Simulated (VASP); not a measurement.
# TaS2 (P-3m1) in VASP: single point with LDA

Aim: the single point of TaS2 with LDA.

All numbers are computed with VASP 6.6.1; they aren't measurements. Logs are shortened: lines on timing, memory, paths and dates and some standing lists are left out, and cuts for length are marked.

## 1. The cell of the first run

The structure is trigonal, space group P-3m1 (No. 164). Conventional cell: a = 3.350 Å, b = 3.350 Å, c = 5.860 Å, α = 90.00°, β = 90.00°, γ = 120.00°. Ta (site symmetry -3m) has 6 S at 2.43 Å within 3.2 Å. Within 3.2 Å of S (site symmetry 3m) lie 3 Ta at 2.43 Å.

## 2. Single point, LDA

Contents of INCAR:

```
PREC = Accurate
ENCUT = 500
EDIFF = 1E-6
ISMEAR = 0
SIGMA = 0.1
LREAL = F
LASPH = T
NELM = 120
ALGO = Normal
ISIF = 2
LWAVE = F
LCHARG = F
GGA = CA
NBANDS = 18
GGA_COMPAT = F
```

Contents of KPOINTS:

```
regular mesh
0
Gamma
  6 6 4
```

Contents of POSCAR:

```
TaS2
1.0
    3.3500021206      0.0000000000      0.0000000000
   -1.6750010603      2.9011869392      0.0000000000
    0.0000000000      0.0000000000      5.8600000000
Ta S
1 2
Direct
    0.0000000000      0.0000000000      0.0000000000
    0.3333333333      0.6666666667      0.2500000000
    0.6666666667      0.3333333333      0.7500000000
```

Potentials or basis: VASP PAW LDA potentials, release 64 (Ta_pv, S).

Command:

```
cat potpaw_LDA.64/Ta_pv/POTCAR potpaw_LDA.64/S/POTCAR > POTCAR
mpirun -np 1 vasp_std > vasp.out
```

OUTCAR:

```text
PREC = Accurate
   ENCUT = 500
   EDIFF = 1E-6
   ISMEAR = 0
   LREAL = F
   LASPH = T
   NELM = 120
   ISIF = 2
   GGA = CA

 ion  position               nearest neighbor table
   1  0.000  0.000  0.000-   2 2.43   3 2.43   3 2.43   2 2.43   3 2.43   2 2.43
   2  0.333  0.667  0.250-   1 2.43   1 2.43   1 2.43
   3  0.667  0.333  0.750-   1 2.43   1 2.43   1 2.43

  LATTYP: Found a hexagonal cell.
 ALAT       =     3.3500021206
 C/A-ratio  =     1.7492526240

  Lattice vectors:

 A1 = (   3.3500021206,   0.0000000000,   0.0000000000)
 A2 = (  -1.6750010603,   2.9011869392,   0.0000000000)
 A3 = (   0.0000000000,   0.0000000000,   5.8600000000)

Analysis of symmetry for initial positions (statically):
=====================================================================
 Subroutine PRICEL returns:
 Original cell was already a primitive cell.

 Routine SETGRP: Setting up the symmetry group for a
 hexagonal supercell.

 Subroutine GETGRP returns: Found 12 space group operations
 (whereof 12 operations were pure point group operations)
 out of a pool of 24 trial point group operations.

The static configuration has the point symmetry D_3d.

Analysis of symmetry for dynamics (positions and initial velocities):
=====================================================================
 Subroutine PRICEL returns:
 Original cell was already a primitive cell.

 Routine SETGRP: Setting up the symmetry group for a
 hexagonal supercell.

 Subroutine GETGRP returns: Found 12 space group operations
 (whereof 12 operations were pure point group operations)
 out of a pool of 24 trial point group operations.

The dynamic configuration has the point symmetry D_3d.

 Subroutine INISYM returns: Found 12 space group operations
 (whereof 12 operations are pure point group operations),
 and found     1 'primitive' translations

----------------------------------------------------------------------------------------

                                     Primitive cell

  volume of cell :      56.9532

  direct lattice vectors                    reciprocal lattice vectors
     3.350002121  0.000000000  0.000000000     0.298507274  0.172343255  0.000000000
    -1.675001060  2.901186939  0.000000000     0.000000000  0.344686510  0.000000000
     0.000000000  0.000000000  5.860000000     0.000000000  0.000000000  0.170648464

  length of vectors
     3.350002121  3.350002121  5.860000000     0.344686510  0.344686510  0.170648464

  position of ions in fractional coordinates (direct lattice)
     0.000000000  0.000000000  0.000000000
     0.333333333  0.666666667  0.250000000
     0.666666667  0.333333333  0.750000000

  ion indices of the primitive-cell ions
   primitive index   ion index
                 1           1
                 2           2
                 3           3

----------------------------------------------------------------------------------------

 KPOINTS: regular mesh

Automatic generation of k-mesh.
 Grid dimensions read from file:
 generate k-points for:    6    6    4

 Generating k-lattice:

  Cartesian coordinates                     Fractional coordinates (reciprocal lattice)
     0.049751212  0.028723876  0.000000000     0.166666667  0.000000000  0.000000000
     0.000000000  0.057447752  0.000000000     0.000000000  0.166666667  0.000000000
     0.000000000  0.000000000  0.042662116     0.000000000  0.000000000  0.250000000

  Length of vectors
     0.057447752  0.057447752  0.042662116

  Shift w.r.t. Gamma in fractional coordinates (k-lattice)
     0.000000000  0.000000000  0.000000000

 Subroutine IBZKPT returns following result:
 ===========================================

 Found     24 irreducible k-points:

 Following reciprocal coordinates:
            Coordinates               Weight
  0.000000  0.000000  0.000000      1.000000
  0.166667  0.000000  0.000000      6.000000
  0.333333  0.000000  0.000000      6.000000
  0.500000  0.000000  0.000000      3.000000
  0.166667  0.166667  0.000000      6.000000
  0.333333  0.166667  0.000000     12.000000
[... 16 lines left out ...]
  0.333333  0.166667  0.500000     12.000000
  0.333333  0.333333  0.500000      2.000000
   k-points           NKPTS =     24   k-points in BZ     NKDIM =     24   number of bands    NBANDS=     18
   number of dos      NEDOS =    301   number of ions     NIONS =      3
   total plane-waves  NPLWV =  27648
   dimension x,y,z NGX =    24 NGY =   24 NGZ =   48
   dimension x,y,z NGXF=    48 NGYF=   48 NGZF=   96
   ions per type =               1   2
   NGX,Y,Z   is equivalent  to a cutoff of  11.91, 11.91, 13.62 a.u.
   NGXF,Y,Z  is equivalent  to a cutoff of  23.82, 23.82, 27.23 a.u.
 SYSTEM =  unknown system
   PREC   = accura    normal or accurate (medium, high low for compatibility)
   ISTART =      0    job   : 0-new  1-cont  2-samecut
   ICHARG =      2    charge: 1-file 2-atom 10-const
   ISPIN  =      1    spin polarized calculation?
   LNONCOLLINEAR =      F non collinear calculations
   LSORBIT =      F    spin-orbit coupling
   LASPH  =      T    aspherical Exc in radial PAW
   ENCUT  =  500.0 eV  36.75 Ry    6.06 a.u.   6.11  6.11 10.68*2*pi/ulx,y,z
   NELM   =    120;   NELMIN=  2; NELMDL= -5     # of ELM steps
   EDIFF  = 0.1E-05   stopping-criterion for ELM
   LREAL  =      F    real-space projection
   EDIFFG = 0.1E-04   stopping-criterion for IOM
   NSW    =      0    number of steps for IOM
   IBRION =     -1    ionic relax: 0-MD 1-quasi-New 2-CG
   NFREE  =      0    steps in history (QN), initial steepest desc. (CG)
   ISIF   =      2    stress and relaxation
   ISYM   =      2    0-nonsym 1-usesym 2-fastsym
   POTIM  = 0.5000    time-step for ionic-motion
   TEBEG  =    0.0;   TEEND  =   0.0 temperature during run
   PSTRESS=    0.0 pullay stress
   NELECT =      23.0000    total number of electrons
   NUPDOWN=      -1.0000    fix difference up-down
   EMIN   =  10.00;   EMAX   =-10.00  energy-range for DOS
   EFERMI =   0.00;   METHOD = LEGACY
   ISMEAR =     0;   SIGMA  =   0.10  broadening in eV -4-tet -1-fermi 0-gaus
   EFERMI_NEDOS =   21; number of points for ismear=-14 and -15
   IALGO  =     38    algorithm
   IMIX   =      4    mixing-type and parameters
     AMIX     =   0.40;   BMIX     =  1.00
     AMIX_MAG =   1.60;   BMIX_MAG =  1.00
  volume/ion in A,a.u.               =      18.98       128.11
  Fermi-wavevector in a.u.,A,eV,Ry     =   1.210072  2.286705 19.922669  1.464275
  Thomas-Fermi vector in A             =   2.345630
   LORBIT       =      0    0 simple, 1 ext, 2 COOP (PROOUT), +10 PAW based schemes
   GGA     = CA    functional components
   LHFCALC =     F    Hartree Fock is set to
   AEXX    =    0.0000 exact exchange contribution
   IVDW    =     0    specifies the selected vdW correction
   LEPSILON=     F    determine dielectric tensor
   LRPA    =     F    only Hartree local field effects (RPA)
 non-spin polarized calculation
 Gauss-broadening in eV      SIGMA  =   0.10
  energy-cutoff  :      500.00
  volume of cell :       56.95
 maximum number of plane-waves:      1464
   NGX = 13   NGY = 13   NGZ = 21

 number of electron      23.0000003 magnetization

 Free energy of the ion-electron system (eV)
  ---------------------------------------------------
  ext. energy  EPLUGINS =         0.00000000
  ---------------------------------------------------
  free energy    TOTEN  =       -25.42661434 eV

  energy without entropy =      -25.40972325  energy(sigma->0) =      -25.41816880

 E-fermi :   5.5176     XC(G=0): -10.8190

 val. band max:        5.5111630132   @ k =   0.0000   0.0000   0.0000
 cond. band min:       5.5552996286   @ k =  -0.1667   0.5000   0.2500
 fundamental gap:      0.0441366154
 Fermi energy:         5.5176371523

 k-point     1 :       0.0000    0.0000    0.0000
  band No.  band energies     occupation
      1     -29.5200      2.00000
      2     -29.4990      2.00000
      3     -29.4990      2.00000
      4      -9.5450      2.00000
      5      -7.4287      2.00000
      6      -1.4882      2.00000
[... 10 lines left out ...]
     17      10.7027      0.00000
     18      10.9230      0.00000

 k-point     2 :       0.1667    0.0000    0.0000
  band No.  band energies     occupation
      1     -29.5783      2.00000
      2     -29.5170      2.00000
      3     -29.5047      2.00000
      4      -9.1199      2.00000
      5      -7.4519      2.00000
      6      -0.9814      2.00000
[... 10 lines left out ...]
     17      12.2832      0.00000
     18      12.4712      0.00000

 k-point     3 :       0.3333    0.0000    0.0000
  band No.  band energies     occupation
      1     -29.7330      2.00000
      2     -29.5529      2.00000
      3     -29.4740      2.00000
      4      -8.1720      2.00000
      5      -7.4382      2.00000
      6      -0.4308      2.00000
[... 10 lines left out ...]
     17      11.9346      0.00000
     18      12.4066      0.00000

 k-point     4 :       0.5000    0.0000    0.0000
  band No.  band energies     occupation
      1     -29.8085      2.00000
      2     -29.5707      2.00000
      3     -29.4586      2.00000
      4      -7.8317      2.00000
      5      -7.1365      2.00000
      6      -1.4730      2.00000
[... 375 lines left out ...]
      4      -8.1450      2.00000
      5      -7.7882      2.00000
      6      -0.2502      2.00000
[... 10 lines left out ...]
     17      12.8173      0.00000
     18      13.6109      0.00000

 k-point    23 :       0.3333    0.1667    0.5000
  band No.  band energies     occupation
      1     -29.7689      2.00000
      2     -29.6117      2.00000
      3     -29.4587      2.00000
      4      -7.7380      2.00000
      5      -7.2413      2.00000
      6      -0.9013      2.00000
[... 10 lines left out ...]
     17      12.0938      0.00000
     18      12.2024      0.00000

 k-point    24 :       0.3333    0.3333    0.5000
  band No.  band energies     occupation
      1     -29.7143      2.00000
      2     -29.7143      2.00000
      3     -29.4512      2.00000
      4      -7.3344      2.00000
      5      -7.3344      2.00000
      6      -0.0500      2.00000
[... 10 lines left out ...]
     17      12.8854      0.00000
     18      13.6778      0.00000

------------------------ aborting loop because EDIFF is reached ----------------------------------------

  FORCE on cell =-STRESS in cart. coord.  units (eV):
  Direction    XX          YY          ZZ          XY          YZ          ZX
  --------------------------------------------------------------------------------------
  -------------------------------------------------------------------------------------
  Total        0.2719829      0.2719829      1.4878640      0.0000000      0.0000000      0.0000000
  in kB        7.6512757      7.6512757     41.8557772      0.0000000      0.0000000      0.0000000
  external PRESSURE =      19.0527762 kB  Pullay stress =       0.0000000 kB

 VOLUME and BASIS-vectors are now :
 -----------------------------------------------------------------------------
  energy-cutoff  :      500.00
  volume of cell :       56.95
      direct lattice vectors                 reciprocal lattice vectors
     3.350002121  0.000000000  0.000000000     0.298507274  0.172343255  0.000000000
    -1.675001060  2.901186939  0.000000000     0.000000000  0.344686510  0.000000000
     0.000000000  0.000000000  5.860000000     0.000000000  0.000000000  0.170648464

 POSITION                                       TOTAL-FORCE (eV/Angst)
 -----------------------------------------------------------------------------------
      0.00000      0.00000      0.00000        -0.000000      0.000000     -0.000000
     -0.00000      1.93412      1.46500         0.000000      0.000000      0.732020
      1.67500      0.96706      4.39500        -0.000000     -0.000000     -0.732020
 -----------------------------------------------------------------------------------
    total drift:                               -0.000000      0.000000      0.000000

  FREE ENERGIE OF THE ION-ELECTRON SYSTEM (eV)
  ---------------------------------------------------
  free  energy   TOTEN  =       -25.4266143428 eV

  energy  without entropy=      -25.4097232516  energy(sigma->0) =      -25.41816880
```

It took 6.2 s on 1 thread of Intel Xeon 6975P-C (Granite Rapids), shared host; peak memory 0.15 GiB.

Results:

```yaml
Free_energy: -25.4266 eV
Pressure: 1.9 GPa
Largest_force: 0.732 eV/Å
Band_gap_on_the_k_mesh: zero (an odd number of electrons rules out a gap without spin polarisation)
```

Forces in eV/Å, atoms in the order of the input:
```
Ta   0.000  0.000  0.000
S    0.000  0.000  0.732
S    0.000  0.000 -0.732
```

Stress tensor (GPa, compression positive):
```
0.77 0.00 0.00
0.00 0.77 0.00
0.00 0.00 4.19
```

Caveat: the k points lie up to 0.36 Å⁻¹ apart, too coarse for converged energies and pressures of a metal; spin-orbit coupling is left out, which moves the levels of the heavy elements.
